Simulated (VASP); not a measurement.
# WCl4F2 (P1) in VASP: notebook, part 2 of 3

VASP 6.6.1. The steps go on from the part before.

## 3. Single point, PBE

This run uses another cell than the first one, of 32.98 Å³/atom, 1.005 times its volume.

The input, INCAR:

```
PREC     = Accurate       # precision mode
ENCUT    = 520            # plane-wave cutoff, eV
EDIFF    = 1E-7           # SCF threshold, eV
ISMEAR   = 0              # smearing method
SIGMA    = 0.1            # smearing width, eV
LREAL    = False          # projectors in reciprocal space
LASPH    = True           # aspherical terms in the spheres
NELM     = 100            # most SCF steps
ALGO     = Normal         # electronic algorithm
ISIF     = 2              # what is computed and relaxed
LWAVE    = False          # write WAVECAR
LCHARG   = True           # write CHGCAR
GGA      = PE             # functional
LELF     = True           # ELF
LVHAR    = True         
NBANDS   = 37             # bands
```

The input, KPOINTS:

```
regular mesh
0
Gamma
  4 4 2
```

The input, POSCAR:

```
WCl4F2
1.0
    6.5602017644     -0.0248771913     -0.0289932596
    3.2014163691      5.9995814718      0.0018846647
    3.2009896046      2.0468606760      5.8457318643
W Cl F
1 4 2
Direct
    0.0021115169      0.9968385172      0.9929793249
    0.3599236440      0.7753078191      0.8094790779
    0.8766878697      0.6719133533      0.2288814712
    0.1159069952      0.3306047486      0.7813105802
    0.8164221288      0.0850454900      0.7399944458
    0.7160052870      0.1757703847      0.1549118735
    0.1409425585      0.9325196871      0.2084432263
```

Potentials or basis: VASP PAW PBE potentials, release 64 (W_sv, Cl, F).

Run with:

```bash
$ cat potpaw_PBE.64/W_sv/POTCAR potpaw_PBE.64/Cl/POTCAR potpaw_PBE.64/F/POTCAR > POTCAR
$ mpirun -np 1 vasp_std > vasp.out
```

OUTCAR:

```text
PREC = Accurate
   ENCUT = 520
   EDIFF = 1E-7
   ISMEAR = 0
   LREAL = False
   LASPH = True
   NELM = 100
   ISIF = 2
   GGA = PE

 ion  position               nearest neighbor table
   1  0.002  0.997  0.993-   7 1.88   6 1.88   2 2.28   5 2.28   3 2.30   4 2.30
   2  0.360  0.775  0.809-   1 2.28
   3  0.877  0.672  0.229-   1 2.30
   4  0.116  0.331  0.781-   1 2.30
   5  0.816  0.085  0.740-   1 2.28
   6  0.716  0.176  0.155-   1 1.88
   7  0.141  0.933  0.208-   1 1.88

  LATTYP: Found a triclinic cell.
 ALAT       =    11.7321974947
 B/A-ratio  =     0.5591717156
 C/A-ratio  =     0.6013458451
 COS(alpha) =     0.0015966576
 COS(beta)  =     0.3167417950
 COS(gamma) =     0.8483736911

  Lattice vectors:

 A1 = (  -9.9194139242,   2.0966150586,   5.9037183835)
 A2 = (  -6.5602017644,   0.0248771913,   0.0289932596)
 A3 = (  -0.0004267645,  -3.9527207958,   5.8438471996)

Analysis of symmetry for initial positions (statically):
=====================================================================
 Subroutine PRICEL returns:
 Original cell was already a primitive cell.

 Routine SETGRP: Setting up the symmetry group for a
 triclinic supercell.

 Subroutine GETGRP returns: Found  1 space group operations
 (whereof  1 operations were pure point group operations)
 out of a pool of  2 trial point group operations.

The static configuration has the point symmetry C_1 .

Analysis of symmetry for dynamics (positions and initial velocities):
=====================================================================
 Subroutine PRICEL returns:
 Original cell was already a primitive cell.

 Routine SETGRP: Setting up the symmetry group for a
 triclinic supercell.

 Subroutine GETGRP returns: Found  1 space group operations
 (whereof  1 operations were pure point group operations)
 out of a pool of  2 trial point group operations.

The dynamic configuration has the point symmetry C_1 .

 Subroutine INISYM returns: Found  1 space group operations
 (whereof  1 operations are pure point group operations),
 and found     1 'primitive' translations

----------------------------------------------------------------------------------------

                                     Primitive cell

  volume of cell :     230.8860

  direct lattice vectors                    reciprocal lattice vectors
     6.560201764 -0.024877191 -0.028993260     0.151884884 -0.081029566 -0.054796510
     3.201416369  5.999581472  0.001884665     0.000372826  0.166497729 -0.058502694
     3.200989605  2.046860676  5.845731864     0.000753188 -0.000455564  0.170812065

  length of vectors
     6.560313001  6.800297652  6.971983513     0.180658423  0.176477188  0.170814333

  position of ions in fractional coordinates (direct lattice)
     0.002111517  0.996838517  0.992979325
     0.359923644  0.775307819  0.809479078
     0.876687870  0.671913353  0.228881471
     0.115906995  0.330604749  0.781310580
     0.816422129  0.085045490  0.739994446
     0.716005287  0.175770385  0.154911873
     0.140942559  0.932519687  0.208443226

[... 35 lines left out ...]

 Following reciprocal coordinates:
            Coordinates               Weight
  0.000000  0.000000  0.000000      1.000000
  0.250000 -0.000000 -0.000000      2.000000
  0.500000 -0.000000 -0.000000      1.000000
  0.000000  0.250000  0.000000      2.000000
  0.250000  0.250000 -0.000000      2.000000
  0.500000  0.250000 -0.000000      2.000000
[... 12 lines left out ...]
  0.250000  0.500000  0.500000      2.000000
  0.500000  0.500000  0.500000      1.000000
   k-points           NKPTS =     20   k-points in BZ     NKDIM =     20   number of bands    NBANDS=     37
   number of dos      NEDOS =    301   number of ions     NIONS =      7
   total plane-waves  NPLWV = 145800
   dimension x,y,z NGX =    50 NGY =   54 NGZ =   54
   dimension x,y,z NGXF=   100 NGYF=  108 NGZF=  108
   ions per type =               1   4   2
   NGX,Y,Z   is equivalent  to a cutoff of  12.67, 13.20, 12.88 a.u.
   NGXF,Y,Z  is equivalent  to a cutoff of  25.34, 26.40, 25.75 a.u.
 SYSTEM =  unknown system
   PREC   = accura    normal or accurate (medium, high low for compatibility)
   ISTART =      0    job   : 0-new  1-cont  2-samecut
   ICHARG =      2    charge: 1-file 2-atom 10-const
   ISPIN  =      1    spin polarized calculation?
   LNONCOLLINEAR =      F non collinear calculations
   LSORBIT =      F    spin-orbit coupling
   LASPH  =      T    aspherical Exc in radial PAW
   ENCUT  =  520.0 eV  38.22 Ry    6.18 a.u.  12.20 12.64 12.96*2*pi/ulx,y,z
   NELM   =    100;   NELMIN=  2; NELMDL= -5     # of ELM steps
   EDIFF  = 0.1E-06   stopping-criterion for ELM
   LREAL  =      F    real-space projection
   EDIFFG = 0.1E-05   stopping-criterion for IOM
   NSW    =      0    number of steps for IOM
   IBRION =     -1    ionic relax: 0-MD 1-quasi-New 2-CG
   NFREE  =      0    steps in history (QN), initial steepest desc. (CG)
   ISIF   =      2    stress and relaxation
   ISYM   =      2    0-nonsym 1-usesym 2-fastsym
   POTIM  = 0.5000    time-step for ionic-motion
   TEBEG  =    0.0;   TEEND  =   0.0 temperature during run
   PSTRESS=    0.0 pullay stress
   NELECT =      56.0000    total number of electrons
   NUPDOWN=      -1.0000    fix difference up-down
   EMIN   =  10.00;   EMAX   =-10.00  energy-range for DOS
   EFERMI =   0.00;   METHOD = LEGACY
   ISMEAR =     0;   SIGMA  =   0.10  broadening in eV -4-tet -1-fermi 0-gaus
   EFERMI_NEDOS =   21; number of points for ismear=-14 and -15
   IALGO  =     38    algorithm
   IMIX   =      4    mixing-type and parameters
     AMIX     =   0.40;   BMIX     =  1.00
     AMIX_MAG =   1.60;   BMIX_MAG =  1.00
  volume/ion in A,a.u.               =      32.98       222.59
  Fermi-wavevector in a.u.,A,eV,Ry     =   1.020951  1.929318 14.181916  1.042341
  Thomas-Fermi vector in A             =   2.154549
   LORBIT       =      0    0 simple, 1 ext, 2 COOP (PROOUT), +10 PAW based schemes
   GGA     = PE    functional components
   LHFCALC =     F    Hartree Fock is set to
   AEXX    =    0.0000 exact exchange contribution
   IVDW    =     0    specifies the selected vdW correction
   LEPSILON=     F    determine dielectric tensor
   LRPA    =     F    only Hartree local field effects (RPA)
 non-spin polarized calculation
 Gauss-broadening in eV      SIGMA  =   0.10
  energy-cutoff  :      520.00
  volume of cell :      230.89
 maximum number of plane-waves:      6238
 NGX is ok and might be reduce to    50
   NGX = 25   NGY = 25   NGZ = 25

 number of electron      55.9999997 magnetization

 Free energy of the ion-electron system (eV)
  ---------------------------------------------------
  ext. energy  EPLUGINS =         0.00000000
  ---------------------------------------------------
  free energy    TOTEN  =       -34.19252172 eV

  energy without entropy =      -34.19252172  energy(sigma->0) =      -34.19252172

 E-fermi :  -2.5607     XC(G=0):  -6.6328

 val. band max:       -3.0357316934   @ k =   0.0000   0.2500   0.0000
 cond. band min:      -0.6864793384   @ k =  -0.0000   0.5000   0.5000
 fundamental gap:      2.3492523551
 Fermi energy:        -2.5606576781

 k-point     1 :       0.0000    0.0000    0.0000
  band No.  band energies     occupation
      1     -78.0172      2.00000
      2     -42.1888      2.00000
      3     -42.1736      2.00000
      4     -42.0261      2.00000
      5     -24.8474      2.00000
      6     -24.7465      2.00000
[... 789 lines left out ...]
     36       6.2467      0.00000
     37       6.8260      0.00000

------------------------ aborting loop because EDIFF is reached ----------------------------------------

  FORCE on cell =-STRESS in cart. coord.  units (eV):
  Direction    XX          YY          ZZ          XY          YZ          ZX
  --------------------------------------------------------------------------------------
  -------------------------------------------------------------------------------------
  Total        0.3488863      0.2597046      0.3370485     -0.2006510      0.2824818      0.1935825
  in kB        2.4210123      1.8021572      2.3388669     -1.3923694      1.9602145      1.3433191
  external PRESSURE =       2.1873454 kB  Pullay stress =       0.0000000 kB

 VOLUME and BASIS-vectors are now :
 -----------------------------------------------------------------------------
  energy-cutoff  :      520.00
  volume of cell :      230.89
      direct lattice vectors                 reciprocal lattice vectors
     6.560201764 -0.024877191 -0.028993260     0.151884884 -0.081029566 -0.054796510
     3.201416369  5.999581472  0.001884665     0.000372826  0.166497729 -0.058502694
     3.200989605  2.046860676  5.845731864     0.000753188 -0.000455564  0.170812065

 POSITION                                       TOTAL-FORCE (eV/Angst)
 -----------------------------------------------------------------------------------
      6.38366      8.01305      5.80651        -0.127746     -0.304832     -0.459077
      7.43439      6.29946      4.72302        -0.009264      0.013780      0.007890
      8.63497      4.47788      1.31383         0.001952      0.002189     -0.004584
      4.31974      3.57984      4.56459        -0.002921     -0.004867      0.001600
      7.99687      2.00459      4.30230         0.015173     -0.000309      0.011263
      5.75572      1.35382      0.88515        -0.159302      0.284996      0.191176
      4.57722      6.01788      1.21617         0.282109      0.009043      0.251731
 -----------------------------------------------------------------------------------
    total drift:                                0.000599      0.000180      0.001035

  FREE ENERGIE OF THE ION-ELECTRON SYSTEM (eV)
  ---------------------------------------------------
  free  energy   TOTEN  =       -34.1925217235 eV

  energy  without entropy=      -34.1925217235  energy(sigma->0) =      -34.19252172
```

Wall time 2.1 min (1 thread of Intel Xeon 6975P-C (Granite Rapids), shared host); peak memory 0.45 GiB.

What came out:

```yaml
Free_energy: -34.1925 eV
Pressure: 0.2 GPa
Largest_force: 0.566 eV/Å
Band_gap_on_the_k_mesh: 2.35 eV, indirect (least direct gap 2.37 eV)
```

Forces in eV/Å, atoms in the order of the input:
```
W   -0.128 -0.305 -0.459
Cl  -0.009  0.014  0.008
Cl   0.002  0.002 -0.005
Cl  -0.003 -0.005  0.002
Cl   0.015  0.000  0.011
F   -0.159  0.285  0.191
F    0.282  0.009  0.252
```

Stress tensor (GPa, compression positive):
```
 0.24 -0.14  0.13
-0.14  0.18  0.20
 0.13  0.20  0.23
```

Caveat: the k points lie up to 0.54 Å⁻¹ apart; spin-orbit coupling is left out, which moves the levels of the heavy elements.

(Continued in part 3 of 3.)
